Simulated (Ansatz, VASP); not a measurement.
## One calculation of InAs, two programs

```
In As
1.0
     0.00000    3.11361    3.11361
     3.11361    0.00000    3.11361
     3.11361    3.11361    0.00000
In As
1 1
Cartesian
  0.0000 0.0000 0.0000
  4.6704 4.6704 4.6704
```

Alike in both runs: task single point; functional PBE; k mesh 10 × 10 × 10; occupations gaussian, width 0.05 eV; no spin polarisation.

|  | VASP | Ansatz |
| --- | --- | --- |
| version | VASP 6.6.1 | Ansatz 0.2.0 |
| potentials or method | VASP PAW PBE potentials, release 64 (In_d, As), cutoff 520 eV | scalar-relativistic, plane waves, PAW |
| valence electrons in the cell | 18 | 28 |

```tsv
	VASP	Ansatz	Ansatz less VASP
gap on the k mesh at the Fermi level (eV)	none	none	-
pressure (GPa)	-0.9	-0.9	-0.04
```

A gap of «none» marks a metal or a gap that the smearing closes. With one functional, cell and mesh, what is left measures potentials, basis and numerics. VASP's potentials hold 18 valence electrons a cell and Ansatz's 28, so a difference there can come from the potentials and not from the codes.
